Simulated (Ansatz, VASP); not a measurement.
**Two plane-wave programs on Au**

```
Au
1.0
     0.00000    2.01131    2.10319
     2.01131    0.00000    2.10319
     2.01131    2.01131    0.00000
Au
1
Direct
  0.00000 0.00000 0.00000
```

Change from the starting cell: strain -0.015 along x and y, +0.030 along z, atoms carried along.

Alike in both runs: task single point; functional PBEsol; k mesh 26 × 26 × 26; occupations gaussian, width 0.15 eV; no spin polarisation.

|  | VASP | Ansatz |
| --- | --- | --- |
| version | VASP 6.6.1 | Ansatz 0.2.0 |
| potentials or method | VASP PAW PBE potentials, release 64 (Au), cutoff 520 eV | scalar-relativistic, plane waves, PAW |
| valence electrons in the cell | 11 | 19 |

Ansatz gave:

```
gap on the k mesh at the Fermi level (eV)                     : none
pressure (GPa)                                                : 0.1
traceless stress, the component that is largest in VASP (GPa) : -1.15
```

Task: What did VASP give for the same quantities?

Result: gap on the k mesh at the Fermi level (eV): none; pressure (GPa): -0.2; traceless stress, the component that is largest in VASP (GPa): -1.16.

VASP's potentials were made for PBE, not for PBEsol. A gap of «none» marks a metal or a gap that the smearing closes. VASP's potentials hold 11 valence electrons a cell and Ansatz's 19, so a difference there can come from the potentials and not from the codes.

Spin-orbit coupling is off throughout.
